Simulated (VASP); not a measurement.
# SrTa2O2 (I4/mmm) in VASP: further runs, part 2 of 2

VASP 6.6.1. Earlier steps stand in the parts before.

## (3) Single point, PBE, collinear spin

Input file INCAR:

```
SYSTEM = SrTa2O2
PREC     = Accurate       ! precision mode
ENCUT    = 520            ! plane-wave cutoff, eV
EDIFF    = 1E-6           ! SCF threshold, eV
ISMEAR   = 0              ! smearing method
SIGMA    = 0.1            ! smearing width, eV
LREAL    = .False.        ! projectors in reciprocal space
LASPH    = .True.         ! aspherical terms in the spheres
NELM     = 150            ! most SCF steps
ALGO     = Normal         ! electronic algorithm
ISIF     = 2              ! what is computed and relaxed
LWAVE    = .False.        ! write WAVECAR
LCHARG   = .False.        ! write CHGCAR
ISPIN    = 2              ! spin polarisation
MAGMOM   = 0 1 1 0 0      ! initial moments
LORBIT   = 11             ! projections on sites
LMAXMIX  = 4              ! l up to which the mixer works
GGA      = PE             ! functional
NBANDS   = 34             ! bands
```

Input file KPOINTS:

```
Automatic mesh
0
Gamma
  4 4 4
  0 0 0
```

Input file POSCAR:

```
SrTa2O2
1.0
   -2.7365454400      2.7365454400      2.8722197900
    2.7365454400     -2.7365454400      2.8722197900
    2.7365454400      2.7365454400     -2.8722197900
Sr Ta O
1 2 2
Direct
    0.0000000000      0.0000000000      0.0000000000
    0.5000000000      0.0000000000      0.5000000000
    0.0000000000      0.5000000000      0.5000000000
    0.6455033900      0.6455033900      0.0000000000
    0.3544966100      0.3544966100      0.0000000000
```

Potentials or basis: VASP PAW PBE potentials, release 64 (Sr_sv, Ta_pv, O).

The run is started by

```
$ cat potpaw_PBE.64/Sr_sv/POTCAR potpaw_PBE.64/Ta_pv/POTCAR potpaw_PBE.64/O/POTCAR > POTCAR
$ mpirun -np 1 vasp_std > vasp.out
```

Run time: 79 s. Hardware: 1 thread of Intel Xeon Platinum 8488C (Sapphire Rapids), shared host; peak memory 0.27 GiB.

It converged, with:

| Quantity | Value |
| --- | --- |
| Free energy | -26.9033 eV |
| Pressure | 9.1 GPa |
| Largest force | 3.292 eV/Å |
| Net moment | 0.63 μB per cell |
| Site moments | Sr +0.03; Ta +0.19; O +0.05 μB |
| Valence electrons inside the program's atomic spheres | Sr 8.66; Ta 8.71; O 4.85 |

Forces in eV/Å, atoms in the order of the input:
```
Sr   0.000  0.000  0.000
Ta   0.000  0.000  0.000
Ta   0.000  0.000  0.000
O    0.000  0.000 -3.292
O    0.000  0.000  3.292
```

Stress tensor (GPa, compression positive):
```
 7.91  0.00  0.00
 0.00  7.91  0.00
 0.00  0.00 11.35
```

Levels at points of the mesh, in eV from the Fermi level:
Spin up:
```
           k point  band 20  band 21  band 22  band 23  band 24  band 25  band 26  band 27
(0.00, 0.00, 0.00)    -1.58    -1.23    -0.05    -0.05     0.88     2.00     2.06     2.10
(0.50, 0.00, 0.00)    -0.57    -0.50    -0.02    -0.01     0.04     0.16     0.24     0.92
(0.50, 0.50, 0.00)    -0.75    -0.13     0.27     0.60     1.69     1.79     1.99     2.58
(0.50, 0.50, 0.50)    -1.30    -0.96    -0.04    -0.04     0.40     1.53     1.69     1.69
```
Spin down:
| k point | band 19 | band 20 | band 21 | band 22 | band 23 | band 24 | band 25 | band 26 |
| --- | --- | --- | --- | --- | --- | --- | --- | --- |
| (0.00, 0.00, 0.00) | -2.57 | -1.48 | -1.04 | 0.15 | 0.15 | 0.97 | 2.05 | 2.13 |
| (0.50, 0.00, 0.00) | -0.62 | -0.45 | -0.41 | 0.09 | 0.13 | 0.22 | 0.35 | 0.36 |
| (0.50, 0.50, 0.00) | -1.53 | -0.54 | -0.01 | 0.34 | 0.72 | 1.86 | 1.98 | 2.03 |
| (0.50, 0.50, 0.50) | -1.39 | -1.21 | -0.79 | 0.17 | 0.17 | 0.45 | 1.67 | 1.72 |

Caveat: the k points lie up to 0.40 Å⁻¹ apart; spin-orbit coupling is left out, which moves the levels of the heavy elements; forces of over 1 eV/Å act on the atoms, so gaps and moduli don't describe the material at rest.

## (4) Single point, PBE, collinear spin

This run uses another cell than the first one, of 20.98 Å³/atom.

Input file INCAR:

```
PREC = Accurate
ENCUT = 520
EDIFF = 1E-6
ISMEAR = 0
SIGMA = 0.1
LREAL = False
LASPH = True
NELM = 150
ALGO = Normal
ISIF = 2
LWAVE = False
LCHARG = False
ISPIN = 2
MAGMOM = 0 1 1 0 0
LORBIT = 11
LMAXMIX = 4
GGA = PE
NBANDS = 34
```

Input file KPOINTS:

```
Automatic mesh
0
Gamma
  4 4 4
```

Input file POSCAR:

```
SrTa2O2
1.0
   -3.0476625520      3.0476625520      2.8236976522
    3.0476625520     -3.0476625520      2.8236976522
    3.0476625520      3.0476625520     -2.8236976522
Sr Ta O
1 2 2
Direct
    0.0000000000      0.0000000000      0.0000000000
    0.5000000000      0.0000000000      0.5000000000
    0.0000000000      0.5000000000      0.5000000000
    0.6197094381      0.6197094381      0.0000000000
    0.3802905619      0.3802905619      0.0000000000
```

The run is started by

```
$ cat potpaw_PBE.64/Sr_sv/POTCAR potpaw_PBE.64/Ta_pv/POTCAR potpaw_PBE.64/O/POTCAR > POTCAR
$ mpirun -np 1 vasp_std > vasp.out
```

Run time: 2.2 min. Hardware: 1 thread of Intel Xeon Platinum 8488C (Sapphire Rapids), shared host; peak memory 0.33 GiB.

Results (log left out):

* Free energy: -28.2892 eV
* Pressure: 0.4 GPa
* Largest force: 0.172 eV/Å
* Band gap on the k mesh: zero (filled and empty bands overlap)
* Net moment: 0.00 μB per cell
* Valence electrons inside the program's atomic spheres: Sr 8.29; Ta 8.63; O 4.95

Forces on the atoms (eV/Å):
```
Sr   0.000  0.000  0.000
Ta   0.000  0.000  0.000
Ta   0.000  0.000  0.000
O    0.000  0.000  0.172
O    0.000  0.000 -0.172
```

Stress tensor (GPa, compression positive):
```
-0.09  0.00  0.00
 0.00 -0.09  0.00
 0.00  0.00  1.27
```

Levels at points of the mesh, in eV from the Fermi level:
Spin up:
```tsv
k point	band 20	band 21	band 22	band 23	band 24	band 25
(0.00, 0.00, 0.00)	-1.69	-0.74	-0.01	-0.01	0.76	1.44
(0.50, 0.00, 0.00)	-0.46	-0.05	-0.02	0.12	0.13	0.36
(0.50, 0.50, 0.00)	-0.97	-0.63	-0.11	0.39	0.81	0.89
(0.50, 0.50, 0.50)	-0.65	-0.21	-0.16	-0.16	0.06	0.92
```
Spin down:
```tsv
k point	band 18	band 19	band 20	band 21	band 22	band 23	band 24	band 25	band 26	band 27
(0.00, 0.00, 0.00)	-2.93	-1.77	-1.69	-0.74	-0.01	-0.01	0.76	1.44	1.64	3.22
(0.50, 0.00, 0.00)	-1.67	-0.57	-0.46	-0.05	-0.02	0.12	0.13	0.36	0.66	0.83
(0.50, 0.50, 0.00)	-1.58	-1.43	-0.97	-0.63	-0.11	0.39	0.81	0.89	1.60	1.95
(0.50, 0.50, 0.50)	-2.13	-1.29	-0.65	-0.21	-0.16	-0.16	0.06	0.92	1.12	1.87
```

Caveat: the k points lie up to 0.38 Å⁻¹ apart; spin-orbit coupling is left out, which moves the levels of the heavy elements.

## (5) Single point, PBE

This run uses another cell than the first one, of 21.38 Å³/atom.

Input file INCAR:

```
PREC = Accurate
ENCUT = 520
EDIFF = 1E-6
ISMEAR = 0
SIGMA = 0.1
LREAL = F
LASPH = T
NELM = 100
ALGO = Normal
ISIF = 2
LWAVE = F
LCHARG = T
GGA = PE
LELF = T
LVHAR = T
NBANDS = 30
```

Input file KPOINTS:

```
Automatic mesh
0
Gamma
  10 10 10
```

Input file POSCAR:

```
SrTa2O2
1.0
   -3.0848330383      3.0848330383      2.8084625940
    3.0848330383     -3.0848330383      2.8084625940
    3.0848330383      3.0848330383     -2.8084625940
Sr Ta O
1 2 2
Direct
    0.0000000000      0.0000000000      0.0000000000
    0.5000000000      0.0000000000      0.5000000000
    0.0000000000      0.5000000000      0.5000000000
    0.6197003030      0.6197003030      0.0000000000
    0.3802996970      0.3802996970      0.0000000000
```

The run is started by

```
$ cat potpaw_PBE.64/Sr_sv/POTCAR potpaw_PBE.64/Ta_pv/POTCAR potpaw_PBE.64/O/POTCAR > POTCAR
$ mpirun -np 1 vasp_std > vasp.out
```

It took 6.1 min on 1 thread of Intel Xeon Platinum 8488C (Sapphire Rapids), shared host; peak memory 0.46 GiB.

The run converged. Its results:

```yaml
Free_energy: -28.2994 eV
Pressure: 0.5 GPa
Largest_force: 0.191 eV/Å
Band_gap_on_the_k_mesh: zero (bands 22 and 23 overlap by 0.49 eV)
```

Forces on the atoms (eV/Å):
```
Sr   0.000  0.000  0.000
Ta   0.000  0.000  0.000
Ta   0.000  0.000  0.000
O    0.000  0.000  0.191
O    0.000  0.000 -0.191
```

Stress tensor (GPa, compression positive):
```
0.04 0.00 0.00
0.00 0.04 0.00
0.00 0.00 1.46
```

Levels at points of the mesh, in eV from the Fermi level:
```tsv
k point	band 18	band 19	band 20	band 21	band 22	band 23	band 24	band 25	band 26	band 27
(0.00, 0.00, 0.00)	-2.82	-1.67	-1.67	-0.68	-0.03	-0.03	0.80	1.43	1.65	3.33
(0.50, 0.00, 0.00)	-1.56	-0.53	-0.41	-0.02	0.03	0.15	0.17	0.42	0.69	0.81
(0.50, 0.50, 0.00)	-1.56	-1.37	-0.99	-0.65	-0.12	0.39	0.75	0.88	1.58	1.92
(0.50, 0.50, 0.50)	-2.06	-1.21	-0.62	-0.18	-0.18	-0.07	0.08	0.89	1.12	1.95
```

Caveat: spin-orbit coupling is left out, which moves the levels of the heavy elements.

## (6) The runs side by side

| task | spin | cell | k mesh | cutoff (eV) | gap on the mesh (eV) | pressure (GPa) | moment (μB) | largest force (eV/Å) |
| --- | --- | --- | --- | --- | --- | --- | --- | --- |
| relaxation of cell and atoms | off | relaxed from a = 4.819 Å, angles 110.8, 110.8, 106.8°, 5 atoms, atomic positions A | 4 × 4 × 4 | 600 | none | 0.1 | - | 0.01 |
| single point | collinear | a = 4.819 Å, angles 110.8, 110.8, 106.8°, 5 atoms, atomic positions A | 4 × 4 × 4 | 520 | none | 9.1 | 0.63 | 3.29 |
| single point | collinear | a = 5.153 Å, angles 107.5, 107.5, 113.5°, 5 atoms, atomic positions B | 4 × 4 × 4 | 520 | none | 0.4 | 0.00 | 0.17 |
| single point | off | a = 5.188 Å, angles 107.0, 107.0, 114.5°, 5 atoms, atomic positions B | 10 × 10 × 10 | 520 | none | 0.5 | - | 0.19 |

Alike in all rows: level PBE; potentials or basis VASP PAW PBE potentials, release 64 (Sr_sv, Ta_pv, O); smearing gaussian 0.1 eV.

Caveats: some runs use coarse meshes; spin-orbit coupling is left out, which moves the levels of the heavy elements; the volume moved by over 15 % at a fixed basis, so the end points are rough (at least some runs); forces of over 1 eV/Å act on the atoms, so gaps and moduli don't describe the material at rest (at least some runs).

Total energies depend on the potentials used, so only differences within one code and one set of settings carry meaning.
